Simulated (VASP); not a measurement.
# Ca (P6_3/mmc) in VASP: a series of runs

Runs on Ca. Level: PBEsol. Tasks: single point, relaxation of cell and atoms.

Everything below comes from runs of VASP 6.6.1. Logs are shortened: lines on timing, memory, paths and dates and some standing lists are left out, and cuts for length are marked.

## Step 1: The cell of the first run

Symmetry: P6_3/mmc, No. 194, hexagonal system. Conventional cell: a = 3.851 Å, b = 3.851 Å, c = 6.341 Å, α = 90.00°, β = 90.00°, γ = 120.00°. Ca (site symmetry -6m2) has 12 Ca at 3.85 to 3.87 Å within 5.1 Å.

## Step 2: Single point, PBEsol

File INCAR:

```
ALGO = Normal ; EDIFF = 1E-6
ENCUT = 500 ; GGA = PS
GGA_COMPAT = False ; ISIF = 2
ISMEAR = 0 ; LASPH = True
LCHARG = False ; LREAL = False
LWAVE = False ; NBANDS = 17
NELM = 120 ; PREC = Accurate
SIGMA = 0.1
```

File KPOINTS:

```
k-points
0
Gamma
  12 12 8
```

File POSCAR:

```
Ca
1.0
    3.8512962065      0.0000000000      0.0000000000
   -1.9256481032      3.3353203524      0.0000000000
    0.0000000000      0.0000000000      6.3413280529
Ca
2
Direct
    0.3333333333      0.6666666667      0.2500000000
    0.6666666667      0.3333333333      0.7500000000
```

Potentials or basis: VASP PAW PBE potentials, release 64 (Ca_sv).

The run is started by

```
cat potpaw_PBE.64/Ca_sv/POTCAR > POTCAR
mpirun -np 1 vasp_std > vasp.out
```

OUTCAR:

```text
EDIFF = 1E-6
   ENCUT = 500
   GGA = PS
   ISIF = 2
   ISMEAR = 0
   LASPH = True
   LREAL = False
   NELM = 120
   PREC = Accurate

 ion  position               nearest neighbor table
   1  0.333  0.667  0.250-
   2  0.667  0.333  0.750-

  LATTYP: Found a hexagonal cell.
 ALAT       =     3.8512962065
 C/A-ratio  =     1.6465438421

  Lattice vectors:

 A1 = (   3.8512962065,   0.0000000000,   0.0000000000)
 A2 = (  -1.9256481032,   3.3353203524,   0.0000000000)
 A3 = (   0.0000000000,   0.0000000000,   6.3413280529)

Analysis of symmetry for initial positions (statically):
=====================================================================
 Subroutine PRICEL returns:
 Original cell was already a primitive cell.

 Routine SETGRP: Setting up the symmetry group for a
 hexagonal supercell.

 Subroutine GETGRP returns: Found 24 space group operations
 (whereof 12 operations were pure point group operations)
 out of a pool of 24 trial point group operations.

The static configuration has the point symmetry D_3d.
 The point group associated with its full space group is D_6h.

Analysis of symmetry for dynamics (positions and initial velocities):
=====================================================================
 Subroutine PRICEL returns:
 Original cell was already a primitive cell.

 Routine SETGRP: Setting up the symmetry group for a
 hexagonal supercell.

 Subroutine GETGRP returns: Found 24 space group operations
 (whereof 12 operations were pure point group operations)
 out of a pool of 24 trial point group operations.

The dynamic configuration has the point symmetry D_3d.
 The point group associated with its full space group is D_6h.

 Subroutine INISYM returns: Found 24 space group operations
 (whereof 12 operations are pure point group operations),
 and found     1 'primitive' translations

----------------------------------------------------------------------------------------

                                     Primitive cell

  volume of cell :      81.4563

  direct lattice vectors                    reciprocal lattice vectors
     3.851296206  0.000000000  0.000000000     0.259652841  0.149910637  0.000000000
[... 74 lines left out ...]
   NGX,Y,Z   is equivalent  to a cutoff of  12.09, 12.09, 12.58 a.u.
   NGXF,Y,Z  is equivalent  to a cutoff of  24.17, 24.17, 25.17 a.u.
 SYSTEM =  unknown system
   PREC   = accura    normal or accurate (medium, high low for compatibility)
   ISTART =      0    job   : 0-new  1-cont  2-samecut
   ICHARG =      2    charge: 1-file 2-atom 10-const
   ISPIN  =      1    spin polarized calculation?
   LNONCOLLINEAR =      F non collinear calculations
   LSORBIT =      F    spin-orbit coupling
   LASPH  =      T    aspherical Exc in radial PAW
   ENCUT  =  500.0 eV  36.75 Ry    6.06 a.u.   7.02  7.02 11.56*2*pi/ulx,y,z
   NELM   =    120;   NELMIN=  2; NELMDL= -5     # of ELM steps
   EDIFF  = 0.1E-05   stopping-criterion for ELM
   LREAL  =      F    real-space projection
   EDIFFG = 0.1E-04   stopping-criterion for IOM
   NSW    =      0    number of steps for IOM
   IBRION =     -1    ionic relax: 0-MD 1-quasi-New 2-CG
   NFREE  =      0    steps in history (QN), initial steepest desc. (CG)
   ISIF   =      2    stress and relaxation
   ISYM   =      2    0-nonsym 1-usesym 2-fastsym
   POTIM  = 0.5000    time-step for ionic-motion
   TEBEG  =    0.0;   TEEND  =   0.0 temperature during run
   PSTRESS=    0.0 pullay stress
   NELECT =      20.0000    total number of electrons
   NUPDOWN=      -1.0000    fix difference up-down
   EMIN   =  10.00;   EMAX   =-10.00  energy-range for DOS
   EFERMI =   0.00;   METHOD = LEGACY
   ISMEAR =     0;   SIGMA  =   0.10  broadening in eV -4-tet -1-fermi 0-gaus
   EFERMI_NEDOS =   21; number of points for ismear=-14 and -15
   IALGO  =     38    algorithm
   IMIX   =      4    mixing-type and parameters
     AMIX     =   0.40;   BMIX     =  1.00
     AMIX_MAG =   1.60;   BMIX_MAG =  1.00
  volume/ion in A,a.u.               =      40.73       274.85
  Fermi-wavevector in a.u.,A,eV,Ry     =   1.025124  1.937204 14.298093  1.050880
  Thomas-Fermi vector in A             =   2.158948
   LORBIT       =      0    0 simple, 1 ext, 2 COOP (PROOUT), +10 PAW based schemes
   GGA     = PS    functional components
   LHFCALC =     F    Hartree Fock is set to
   AEXX    =    0.0000 exact exchange contribution
   IVDW    =     0    specifies the selected vdW correction
   LEPSILON=     F    determine dielectric tensor
   LRPA    =     F    only Hartree local field effects (RPA)
 non-spin polarized calculation
 Gauss-broadening in eV      SIGMA  =   0.10
  energy-cutoff  :      500.00
  volume of cell :       81.46
 maximum number of plane-waves:      2082
 NGX is ok and might be reduce to    28
   NGX = 13   NGY = 13   NGZ = 23

 number of electron      19.9999999 magnetization

 Free energy of the ion-electron system (eV)
  ---------------------------------------------------
  ext. energy  EPLUGINS =         0.00000000
  ---------------------------------------------------
  free energy    TOTEN  =        -4.26555717 eV

  energy without entropy =       -4.25609208  energy(sigma->0) =       -4.26082463

 E-fermi :   2.0939     XC(G=0):  -7.9231

 val. band max:        2.0931522878   @ k =   0.2500   0.0833   0.0000
 cond. band min:       2.1514603414   @ k =   0.0000   0.0000   0.1250
 fundamental gap:      0.0583080537
 Fermi energy:         2.0939030967

 k-point     1 :       0.0000    0.0000    0.0000
  band No.  band energies     occupation
      1     -39.7163      2.00000
      2     -39.7004      2.00000
      3     -20.8564      2.00000
      4     -20.7270      2.00000
      5     -20.7270      2.00000
      6     -20.7059      2.00000
[... 457 lines left out ...]
      4     -20.8056      2.00000
      5     -20.7958      2.00000
      6     -20.7539      2.00000
[... 9 lines left out ...]
     16       5.4264      0.00000
     17       5.5665      0.00000

 [... further k-points ...]
[... 5 lines left out ...]
  --------------------------------------------------------------------------------------
  -------------------------------------------------------------------------------------
  Total        0.0083794      0.0083794      0.0038944      0.0000000     -0.0000000      0.0000000
  in kB        0.1648155      0.1648155      0.0765995      0.0000000     -0.0000000      0.0000000
  external PRESSURE =       0.1354102 kB  Pullay stress =       0.0000000 kB

 VOLUME and BASIS-vectors are now :
 -----------------------------------------------------------------------------
  energy-cutoff  :      500.00
  volume of cell :       81.46
      direct lattice vectors                 reciprocal lattice vectors
     3.851296206  0.000000000  0.000000000     0.259652841  0.149910637  0.000000000
    -1.925648103  3.335320352  0.000000000     0.000000000  0.299821275  0.000000000
     0.000000000  0.000000000  6.341328053     0.000000000  0.000000000  0.157695674

 POSITION                                       TOTAL-FORCE (eV/Angst)
 -----------------------------------------------------------------------------------
     -0.00000      2.22355      1.58533        -0.000000      0.000000      0.000000
      1.92565      1.11177      4.75600         0.000000     -0.000000      0.000000
 -----------------------------------------------------------------------------------
    total drift:                                0.000000     -0.000000      0.000000

  FREE ENERGIE OF THE ION-ELECTRON SYSTEM (eV)
  ---------------------------------------------------
  free  energy   TOTEN  =        -4.2655571725 eV

  energy  without entropy=       -4.2560920848  energy(sigma->0) =       -4.26082463
```

OSZICAR:

```text
N       E                     dE             d eps       ncg     rms          rms(c)
DAV:   1     0.168475707828E+03    0.16848E+03   -0.99565E+03  3246   0.104E+03
DAV:   2     0.481810943184E+01   -0.16366E+03   -0.16169E+03  3668   0.312E+02
DAV:   3    -0.399219867142E+01   -0.88103E+01   -0.87546E+01  6259   0.530E+01
DAV:   4    -0.427341202901E+01   -0.28121E+00   -0.28085E+00  4057   0.997E+00
DAV:   5    -0.428761245092E+01   -0.14200E-01   -0.14196E-01  5487   0.143E+00    0.314E+00
DAV:   6    -0.427257384177E+01    0.15039E-01   -0.18149E-02  4129   0.135E+00    0.188E+00
DAV:   7    -0.426580524379E+01    0.67686E-02   -0.28717E-02  3833   0.184E+00    0.106E-01
DAV:   8    -0.426551873328E+01    0.28651E-03   -0.24235E-03  4914   0.350E-01    0.344E-02
DAV:   9    -0.426555691924E+01   -0.38186E-04   -0.22159E-04  4818   0.812E-02    0.102E-02
DAV:  10    -0.426555941531E+01   -0.24961E-05   -0.14681E-05  4198   0.348E-02    0.110E-02
DAV:  11    -0.426555709282E+01    0.23225E-05   -0.14622E-06  3440   0.137E-02    0.238E-03
DAV:  12    -0.426555717246E+01   -0.79638E-07   -0.11609E-07  2786   0.360E-03
   1 F= -.42655572E+01 E0= -.42608246E+01  d E =-.946509E-02
```

stdout:

```text
POSCAR found type information on POSCAR Ca
 POSCAR found :  1 types and       2 ions
 scaLAPACK will be used
 -----------------------------------------------------------------------------
|                                                                             |
|                                                                             |
|     You enforced a specific xc type in the INCAR file but a different       |
|     I HOPE YOU KNOW WHAT YOU ARE DOING!                                     |
|                                                                             |
 -----------------------------------------------------------------------------

 LDA part: xc-table for (Slater+PW92), standard interpolation
 POSCAR, INCAR and KPOINTS ok, starting setup
 FFT: planning ... GRIDC
 FFT: planning ... GRID_SOFT
 FFT: planning ... GRID
 WAVECAR not read
 entering main loop
```

Wall time 37 s (1 thread of Intel Xeon 6975P-C (Granite Rapids), shared host); peak memory 0.24 GiB.

What came out:

| Property | Result |
| --- | --- |
| Free energy | -4.2656 eV |
| Pressure | 0.0 GPa |
| Band gap on the k mesh | zero (band 10 reaches 2.33 eV, above the bottom of band 11 at 1.87 eV) |

Caveat: the PAW data sets were made with another functional, which shifts forces and pressure a little.

## Step 3: Relaxation of cell and atoms, PBEsol

File INCAR:

```
PREC = Accurate
ENCUT = 500
EDIFF = 1E-7
ISMEAR = 0
SIGMA = 0.1
LREAL = F
LASPH = T
NELM = 120
ALGO = Normal
ISIF = 3
LWAVE = F
LCHARG = F
GGA = PS
IBRION = 2
NSW = 80
EDIFFG = -0.01
GGA_COMPAT = F
NELMIN = 4
```

File KPOINTS:

```
regular mesh
0
Gamma
  12 12 8
```

POSCAR is that of step 2.

Potentials or basis: VASP PAW PBE potentials, release 64 (Ca_sv).

The run is started by

```
cat potpaw_PBE.64/Ca_sv/POTCAR > POTCAR
mpirun -np 1 vasp_std > vasp.out
```

Run time: 30 s. Hardware: 1 thread of Intel Xeon 6975P-C (Granite Rapids), shared host; peak memory 0.24 GiB.

Results (log left out):

```yaml
Free_energy: -4.2656 eV
Pressure_after_relaxing: 0.0 GPa
Band_gap_on_the_k_mesh: zero (band 10 reaches 2.33 eV, above the bottom of band 11 at 1.87 eV)
```

Final structure:
```
CELL_PARAMETERS angstrom
3.85130 0.00000 0.00000
-1.92565 3.33532 0.00000
0.00000 0.00000 6.34133
ATOMIC_POSITIONS crystal
Ca 0.33333 0.66667 0.25000
Ca 0.66667 0.33333 0.75000
```

Levels at points of the mesh, in eV from the Fermi level:
```tsv
k point	band 6	band 7	band 8	band 9	band 10	band 11	band 12	band 13	band 14
(0.00, 0.00, 0.00)	-22.80	-22.80	-22.79	-4.16	-1.12	-0.23	2.26	2.30	2.30
(0.50, 0.00, 0.00)	-22.86	-22.83	-22.82	-1.15	-0.71	0.16	0.33	1.37	1.92
(0.00, 0.00, 0.50)	-22.81	-22.81	-22.81	-3.13	-3.13	1.36	1.36	2.30	2.30
(0.50, 0.00, 0.50)	-22.84	-22.84	-22.84	-0.75	-0.75	0.11	0.11	1.43	1.43
```

Caveat: the relaxation stopped at its first step, so nothing moved; the PAW data sets were made with another functional, which shifts forces and pressure a little.
